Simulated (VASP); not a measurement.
# Se (Im-3m) in VASP: further runs

The runs below take Se through single point, with PBE.

Program: VASP 6.6.1. These are calculated values, not measurements. Logs are shortened: lines on timing, memory, paths and dates and some standing lists are left out, and cuts for length are marked.

### 1 The cell of the first run

Symmetry: Im-3m, No. 229, cubic system. Conventional cell: a = 2.731 Å, b = 2.731 Å, c = 2.731 Å, α = 90.00°, β = 90.00°, γ = 90.00°. Within 3.1 Å of Se (site symmetry m-3m) lie 14 Se at 2.37 to 2.73 Å.

### 2 Single point, PBE (volume scaled by 0.5)

The input, INCAR:

```
SYSTEM = Se
PREC = Accurate
ENCUT = 520
EDIFF = 1E-6
ISMEAR = -1
SIGMA = 0.08
LREAL = .False.
LASPH = .True.
NELM = 80
ALGO = Normal
ISIF = 2
LWAVE = .False.
LCHARG = .True.
GGA = PE
LELF = .True.
LVHAR = .True.
NBANDS = 9
```

The input, KPOINTS:

```
Automatic mesh
0
Gamma
  17 17 17
  0 0 0
```

The input, POSCAR:

```
Se
1.0
   -1.3656670386      1.3656670386      1.3656670386
    1.3656670386     -1.3656670386      1.3656670386
    1.3656670386      1.3656670386     -1.3656670386
Se
1
Direct
    0.0000000000      0.0000000000      0.0000000000
```

Potentials or basis: VASP PAW PBE potentials, release 64 (Se).

Command:

```bash
$ cat potpaw_PBE.64/Se/POTCAR > POTCAR
$ mpirun -np 1 vasp_std > vasp.out
```

OUTCAR:

```text
SYSTEM = Se
   PREC = Accurate
   ENCUT = 520
   EDIFF = 1E-6
   ISMEAR = -1
   LREAL = .False.
   LASPH = .True.
   NELM = 80
   ISIF = 2
   GGA = PE

 ion  position               nearest neighbor table
   1  0.000  0.000  0.000-

  LATTYP: Found a body centered cubic cell.
 ALAT       =     2.7313340772

  Lattice vectors:

 A1 = (  -1.3656670386,   1.3656670386,   1.3656670386)
 A2 = (   1.3656670386,  -1.3656670386,   1.3656670386)
 A3 = (   1.3656670386,   1.3656670386,  -1.3656670386)

Analysis of symmetry for initial positions (statically):
=====================================================================
 Subroutine PRICEL returns:
 Original cell was already a primitive cell.

 Routine SETGRP: Setting up the symmetry group for a
 body centered cubic supercell.

 Subroutine GETGRP returns: Found 48 space group operations
 (whereof 48 operations were pure point group operations)
 out of a pool of 48 trial point group operations.

The static configuration has the point symmetry O_h .

Analysis of symmetry for dynamics (positions and initial velocities):
=====================================================================
 Subroutine PRICEL returns:
 Original cell was already a primitive cell.

 Routine SETGRP: Setting up the symmetry group for a
 body centered cubic supercell.

 Subroutine GETGRP returns: Found 48 space group operations
 (whereof 48 operations were pure point group operations)
 out of a pool of 48 trial point group operations.

The dynamic configuration has the point symmetry O_h .

 Subroutine INISYM returns: Found 48 space group operations
 (whereof 48 operations are pure point group operations),
 and found     1 'primitive' translations

----------------------------------------------------------------------------------------

                                     Primitive cell

  volume of cell :      10.1881

  direct lattice vectors                    reciprocal lattice vectors
    -1.365667039  1.365667039  1.365667039     0.000000000  0.366121453  0.366121453
     1.365667039 -1.365667039  1.365667039     0.366121453  0.000000000  0.366121453
     1.365667039  1.365667039 -1.365667039     0.366121453  0.366121453  0.000000000

  length of vectors
     2.365404697  2.365404697  2.365404697     0.517773924  0.517773924  0.517773924

  position of ions in fractional coordinates (direct lattice)
     0.000000000  0.000000000  0.000000000

  ion indices of the primitive-cell ions
   primitive index   ion index
                 1           1

----------------------------------------------------------------------------------------

 KPOINTS: Automatic mesh

Automatic generation of k-mesh.
 Grid dimensions read from file:
 generate k-points for:   17   17   17

 Generating k-lattice:

  Cartesian coordinates                     Fractional coordinates (reciprocal lattice)
     0.000000000  0.021536556  0.021536556     0.058823529  0.000000000  0.000000000
     0.021536556  0.000000000  0.021536556     0.000000000  0.058823529  0.000000000
     0.021536556  0.021536556  0.000000000     0.000000000  0.000000000  0.058823529

  Length of vectors
     0.030457290  0.030457290  0.030457290

  Shift w.r.t. Gamma in fractional coordinates (k-lattice)
     0.000000000  0.000000000  0.000000000

 Subroutine IBZKPT returns following result:
 ===========================================

 Found    165 irreducible k-points:

 Following reciprocal coordinates:
            Coordinates               Weight
  0.000000  0.000000  0.000000      1.000000
  0.058824  0.000000  0.000000     12.000000
  0.117647  0.000000  0.000000     12.000000
  0.176471  0.000000  0.000000     12.000000
  0.235294  0.000000  0.000000     12.000000
  0.294118  0.000000  0.000000     12.000000
[... 16 lines left out ...]
  0.411765  0.117647  0.000000     48.000000
  0.176471  0.176471  0.000000     24.000000
 [... further k-points ...]
   k-points           NKPTS =    165   k-points in BZ     NKDIM =    165   number of bands    NBANDS=      9
   number of dos      NEDOS =    301   number of ions     NIONS =      1
   total plane-waves  NPLWV =   5832
   dimension x,y,z NGX =    18 NGY =   18 NGZ =   18
   dimension x,y,z NGXF=    36 NGYF=   36 NGZF=   36
   ions per type =               1
   NGX,Y,Z   is equivalent  to a cutoff of  12.65, 12.65, 12.65 a.u.
   NGXF,Y,Z  is equivalent  to a cutoff of  25.30, 25.30, 25.30 a.u.
 SYSTEM =  Se
   PREC   = accura    normal or accurate (medium, high low for compatibility)
   ISTART =      0    job   : 0-new  1-cont  2-samecut
   ICHARG =      2    charge: 1-file 2-atom 10-const
   ISPIN  =      1    spin polarized calculation?
   LNONCOLLINEAR =      F non collinear calculations
   LSORBIT =      F    spin-orbit coupling
   LASPH  =      T    aspherical Exc in radial PAW
   ENCUT  =  520.0 eV  38.22 Ry    6.18 a.u.   4.40  4.40  4.40*2*pi/ulx,y,z
   NELM   =     80;   NELMIN=  2; NELMDL= -5     # of ELM steps
   EDIFF  = 0.1E-05   stopping-criterion for ELM
   LREAL  =      F    real-space projection
   EDIFFG = 0.1E-04   stopping-criterion for IOM
   NSW    =      0    number of steps for IOM
   IBRION =     -1    ionic relax: 0-MD 1-quasi-New 2-CG
   NFREE  =      0    steps in history (QN), initial steepest desc. (CG)
   ISIF   =      2    stress and relaxation
   ISYM   =      2    0-nonsym 1-usesym 2-fastsym
   POTIM  = 0.5000    time-step for ionic-motion
   TEBEG  =    0.0;   TEEND  =   0.0 temperature during run
   PSTRESS=    0.0 pullay stress
   NELECT =       6.0000    total number of electrons
   NUPDOWN=      -1.0000    fix difference up-down
   EMIN   =  10.00;   EMAX   =-10.00  energy-range for DOS
   EFERMI =   0.00;   METHOD = LEGACY
   ISMEAR =    -1;   SIGMA  =   0.08  broadening in eV -4-tet -1-fermi 0-gaus
   EFERMI_NEDOS =   21; number of points for ismear=-14 and -15
   IALGO  =     38    algorithm
   IMIX   =      4    mixing-type and parameters
     AMIX     =   0.40;   BMIX     =  1.00
     AMIX_MAG =   1.60;   BMIX_MAG =  1.00
  volume/ion in A,a.u.               =      10.19        68.75
  Fermi-wavevector in a.u.,A,eV,Ry     =   1.372231  2.593140 25.619998  1.883017
  Thomas-Fermi vector in A             =   2.497856
   LORBIT       =      0    0 simple, 1 ext, 2 COOP (PROOUT), +10 PAW based schemes
   GGA     = PE    functional components
   LHFCALC =     F    Hartree Fock is set to
   AEXX    =    0.0000 exact exchange contribution
   IVDW    =     0    specifies the selected vdW correction
   LEPSILON=     F    determine dielectric tensor
   LRPA    =     F    only Hartree local field effects (RPA)
 non-spin polarized calculation
  energy-cutoff  :      520.00
  volume of cell :       10.19
 maximum number of plane-waves:       282
 NGX is ok and might be reduce to    18
   NGX =  9   NGY =  9   NGZ =  9

 number of electron       5.9999999 magnetization

 Free energy of the ion-electron system (eV)
  ---------------------------------------------------
  ext. energy  EPLUGINS =         0.00000000
  ---------------------------------------------------
  free energy    TOTEN  =         1.07353492 eV

  energy without entropy =        1.08258706  energy(sigma->0) =        1.07806099

 E-fermi :  17.0244     XC(G=0): -13.9983

 val. band max:       17.0172450184   @ k =   0.3529   0.1176   0.0588
 cond. band min:      17.1001358257   @ k =   0.4118   0.0588   0.0000
 fundamental gap:      0.0828908073
 Fermi energy:        17.0243883065

 k-point     1 :       0.0000    0.0000    0.0000
  band No.  band energies     occupation
      1      -8.3938      2.00000
      2      25.7244      0.00000
      3      25.7244      0.00000
      4      25.7244      0.00000
      5      31.4685      0.00000
      6      31.4685      0.00000
      7      31.4685      0.00000
      8      35.3486      0.00000
      9      35.3486      0.00000

 k-point     2 :       0.0588    0.0000    0.0000
  band No.  band energies     occupation
      1      -8.2538      2.00000
      2      24.4863      0.00000
      3      25.0012      0.00000
      4      25.5477      0.00000
      5      30.6532      0.00000
      6      31.1777      0.00000
      7      32.4132      0.00000
      8      33.7176      0.00000
      9      34.1611      0.00000

 k-point     3 :       0.1176    0.0000    0.0000
  band No.  band energies     occupation
      1      -7.8338      2.00000
      2      21.6676      0.00000
      3      23.5564      0.00000
      4      25.0420      0.00000
      5      29.2243      0.00000
      6      29.9786      0.00000
      7      33.5487      0.00000
      8      34.0157      0.00000
      9      34.5263      0.00000

 k-point     4 :       0.1765    0.0000    0.0000
  band No.  band energies     occupation
      1      -7.1339      2.00000
      2      18.3328      0.00000
      3      22.0526      0.00000
      4      24.3038      0.00000
      5      27.8488      0.00000
      6      28.7310      0.00000
      7      33.5709      0.00000
      8      34.8922      0.00000
      9      37.1490      0.00000

 k-point     5 :       0.2353    0.0000    0.0000
  band No.  band energies     occupation
      1      -6.1544      2.00000
      2      14.9379      2.00000
      3      20.6991      0.00000
      4      23.4828      0.00000
      5      26.6635      0.00000
      6      27.6796      0.00000
      7      34.1278      0.00000
      8      35.9401      0.00000
      9      40.0774      0.00000

 k-point     6 :       0.2941    0.0000    0.0000
  band No.  band energies     occupation
      1      -4.8971      2.00000
      2      11.6576      2.00000
      3      19.5703      0.00000
      4      22.7125      0.00000
      5      25.7032      0.00000
      6      26.8383      0.00000
      7      35.1103      0.00000
      8      37.1444      0.00000
      9      43.2419      0.00000
[... 169 lines left out ...]
 k-point    21 :       0.2941    0.1176    0.0000
  band No.  band energies     occupation
      1      -2.9513      2.00000
      2       8.9327      2.00000
      3      15.6828      2.00000
      4      20.1701      0.00000
      5      26.8840      0.00000
      6      29.9704      0.00000
      7      34.2039      0.00000
      8      41.5751      0.00000
      9      43.1764      0.00000

 k-point    22 :       0.3529    0.1176    0.0000
  band No.  band energies     occupation
      1      -1.1702      2.00000
      2       6.1252      2.00000
      3      15.1001      2.00000
      4      19.6829      0.00000
      5      26.4505      0.00000
      6      29.8224      0.00000
      7      35.4950      0.00000
      8      41.4151      0.00000
      9      43.4846      0.00000

 k-point    23 :       0.4118    0.1176    0.0000
  band No.  band energies     occupation
      1       0.7410      2.00000
      2       3.6941      2.00000
      3      14.8092      2.00000
      4      19.4356      0.00000
      5      26.2302      0.00000
      6      29.7123      0.00000
      7      37.1604      0.00000
      8      39.2787      0.00000
      9      45.3332      0.00000

 k-point    24 :       0.1765    0.1765    0.0000
  band No.  band energies     occupation
      1      -4.6184      2.00000
      2      13.2931      2.00000
      3      15.1502      2.00000
      4      20.7699      0.00000
      5      28.5756      0.00000
      6      29.8057      0.00000
      7      34.9233      0.00000
      8      37.3357      0.00000
      9      42.3241      0.00000

 [... further k-points ...]
[... 5 lines left out ...]
  --------------------------------------------------------------------------------------
  -------------------------------------------------------------------------------------
  Total       14.9853801     14.9853801     14.9853801     -0.0000000     -0.0000000      0.0000000
  in kB     2356.5891443   2356.5891443   2356.5891443     -0.0000000     -0.0000000      0.0000000
  external PRESSURE =    2356.5891443 kB  Pullay stress =       0.0000000 kB

 VOLUME and BASIS-vectors are now :
 -----------------------------------------------------------------------------
  energy-cutoff  :      520.00
  volume of cell :       10.19
      direct lattice vectors                 reciprocal lattice vectors
    -1.365667039  1.365667039  1.365667039     0.000000000  0.366121453  0.366121453
     1.365667039 -1.365667039  1.365667039     0.366121453  0.000000000  0.366121453
     1.365667039  1.365667039 -1.365667039     0.366121453  0.366121453  0.000000000

 POSITION                                       TOTAL-FORCE (eV/Angst)
 -----------------------------------------------------------------------------------
      0.00000      0.00000      0.00000         0.000000     -0.000000     -0.000000
 -----------------------------------------------------------------------------------
    total drift:                                0.000000      0.000000      0.000000

  FREE ENERGIE OF THE ION-ELECTRON SYSTEM (eV)
  ---------------------------------------------------
  free  energy   TOTEN  =         1.0735349192 eV

  energy  without entropy=        1.0825870606  energy(sigma->0) =        1.07806099
```

It took 11 s on 1 thread of Intel Xeon Platinum 8259CL at 2.50GHz (Skylake/Cascade Lake), shared host; peak memory 0.13 GiB.

What came out:

| Quantity | Value |
| --- | --- |
| Free energy | 1.0735 eV |
| Pressure | 235.7 GPa |
| Band gap on the k mesh | zero (band 3 reaches 25.72 eV, above the bottom of band 4 at 8.52 eV) |

Levels at points of the mesh, in eV from the Fermi level:
| k point | band 1 | band 2 | band 3 | band 4 | band 5 | band 6 | band 7 | band 8 |
| --- | --- | --- | --- | --- | --- | --- | --- | --- |
| (0.00, 0.00, 0.00) | -25.42 | 8.70 | 8.70 | 8.70 | 14.44 | 14.44 | 14.44 | 18.32 |

### 3 Single point, PBE (volume scaled by 0.58)

The input, INCAR:

```
  PREC = Accurate
  ENCUT = 520
  EDIFF = 1E-7
  ISMEAR = -1
  SIGMA = 0.08
  LREAL = F
  LASPH = T
  NELM = 100
  ALGO = Normal
  ISIF = 2
  LWAVE = F
  LCHARG = F
  GGA = PE
  NBANDS = 9
```

The input, KPOINTS:

```
Automatic mesh
0
Gamma
  17 17 17
```

The input, POSCAR:

```
Se
1.0
   -1.4349303584      1.4349303584      1.4349303584
    1.4349303584     -1.4349303584      1.4349303584
    1.4349303584      1.4349303584     -1.4349303584
Se
1
Direct
    0.0000000000      0.0000000000      0.0000000000
```

Potentials or basis: VASP PAW PBE potentials, release 64 (Se).

Command:

```bash
$ cat potpaw_PBE.64/Se/POTCAR > POTCAR
$ mpirun -np 1 vasp_std > vasp.out
```

OUTCAR:

```text
PREC = Accurate
   ENCUT = 520
   EDIFF = 1E-7
   ISMEAR = -1
   LREAL = F
   LASPH = T
   NELM = 100
   ISIF = 2
   GGA = PE

 ion  position               nearest neighbor table
   1  0.000  0.000  0.000-

  LATTYP: Found a body centered cubic cell.
 ALAT       =     2.8698607168

  Lattice vectors:

 A1 = (  -1.4349303584,   1.4349303584,   1.4349303584)
 A2 = (   1.4349303584,  -1.4349303584,   1.4349303584)
 A3 = (   1.4349303584,   1.4349303584,  -1.4349303584)

Analysis of symmetry for initial positions (statically):
=====================================================================
 Subroutine PRICEL returns:
 Original cell was already a primitive cell.

 Routine SETGRP: Setting up the symmetry group for a
 body centered cubic supercell.

 Subroutine GETGRP returns: Found 48 space group operations
 (whereof 48 operations were pure point group operations)
 out of a pool of 48 trial point group operations.

The static configuration has the point symmetry O_h .

Analysis of symmetry for dynamics (positions and initial velocities):
=====================================================================
 Subroutine PRICEL returns:
[... 153 lines left out ...]

 E-fermi :  14.0249     XC(G=0): -13.2331

 val. band max:       14.0093561411   @ k =  -0.3529   0.4706   0.2353
 cond. band min:      14.0250838848   @ k =  -0.4706   0.4706   0.0588
 fundamental gap:      0.0157277437
 Fermi energy:        14.0248895836

 k-point     1 :       0.0000    0.0000    0.0000
  band No.  band energies     occupation
      1      -8.8724      2.00000
      2      20.9823      0.00000
      3      20.9823      0.00000
      4      20.9823      0.00000
      5      27.8668      0.00000
      6      27.8668      0.00000
      7      27.8668      0.00000
      8      31.6284      0.00000
      9      31.6284      0.00000
[... 265 lines left out ...]
 k-point    24 :       0.1765    0.1765    0.0000
  band No.  band energies     occupation
      1      -5.5328      2.00000
      2      10.3148      2.00000
      3      12.6553      2.00000
      4      17.3439      0.00000
      5      24.6887      0.00000
      6      26.2018      0.00000
      7      30.7915      0.00000
      8      32.9869      0.00000
      9      37.2840      0.00000

 [... further k-points ...]
[... 5 lines left out ...]
  --------------------------------------------------------------------------------------
  -------------------------------------------------------------------------------------
  Total        9.8423307      9.8423307      9.8423307     -0.0000000      0.0000000      0.0000000
  in kB     1334.3079522   1334.3079522   1334.3079522     -0.0000000      0.0000000      0.0000000
  external PRESSURE =    1334.3079522 kB  Pullay stress =       0.0000000 kB

 VOLUME and BASIS-vectors are now :
 -----------------------------------------------------------------------------
  energy-cutoff  :      520.00
  volume of cell :       11.82
      direct lattice vectors                 reciprocal lattice vectors
    -1.434930358  1.434930358  1.434930358     0.000000000  0.348448966  0.348448966
     1.434930358 -1.434930358  1.434930358     0.348448966  0.000000000  0.348448966
     1.434930358  1.434930358 -1.434930358     0.348448966  0.348448966  0.000000000

 POSITION                                       TOTAL-FORCE (eV/Angst)
 -----------------------------------------------------------------------------------
      0.00000      0.00000      0.00000        -0.000000      0.000000     -0.000000
 -----------------------------------------------------------------------------------
    total drift:                                0.000000      0.000000      0.000000

  FREE ENERGIE OF THE ION-ELECTRON SYSTEM (eV)
  ---------------------------------------------------
  free  energy   TOTEN  =        -0.7539916339 eV

  energy  without entropy=       -0.7481346176  energy(sigma->0) =       -0.75106313
```

Run time: 12 s. Hardware: 1 thread of Intel Xeon Platinum 8259CL at 2.50GHz (Skylake/Cascade Lake), shared host; peak memory 0.13 GiB.

What came out:

```
Free energy            : -0.7540 eV
Pressure               : 133.4 GPa
Band gap on the k mesh : zero (band 3 reaches 20.98 eV, above the bottom of band 4 at 6.86 eV)
```

### 4 Single point, PBE (volume scaled by 0.68)

The input, INCAR:

```
ALGO     = Normal         # electronic algorithm
EDIFF    = 1E-6           # SCF threshold, eV
ENCUT    = 520            # plane-wave cutoff, eV
GGA      = PE             # functional
ISIF     = 2              # what is computed and relaxed
ISMEAR   = -1             # smearing method
LASPH    = T              # aspherical terms in the spheres
LCHARG   = F              # write CHGCAR
LREAL    = F              # projectors in reciprocal space
LWAVE    = F              # write WAVECAR
NBANDS   = 9              # bands
NELM     = 60             # most SCF steps
PREC     = Accurate       # precision mode
SIGMA    = 0.08           # smearing width, eV
```

The input, KPOINTS:

```
k-points
0
Gamma
  17 17 17
```

The input, POSCAR:

```
Se
1.0
   -1.5130657373      1.5130657373      1.5130657373
    1.5130657373     -1.5130657373      1.5130657373
    1.5130657373      1.5130657373     -1.5130657373
Se
1
Direct
    0.0000000000      0.0000000000      0.0000000000
```

Command:

```bash
$ cat potpaw_PBE.64/Se/POTCAR > POTCAR
$ mpirun -np 1 vasp_std > vasp.out
```

Run time: 12 s. Hardware: 1 thread of Intel Xeon Platinum 8259CL at 2.50GHz (Skylake/Cascade Lake), shared host; peak memory 0.14 GiB.

The run converged. Its results:

```yaml
Free_energy: -1.9747 eV
Pressure: 66.4 GPa
Band_gap_on_the_k_mesh: zero (band 3 reaches 16.60 eV, above the bottom of band 4 at 5.28 eV)
```

Levels at points of the mesh, in eV from the Fermi level:
```csv
k point,band 1,band 2,band 3,band 4,band 5,band 6,band 7
"(0.00, 0.00, 0.00)",-20.50,5.47,5.47,5.47,13.34,13.34,13.34
```

[end of part 1 of 2]
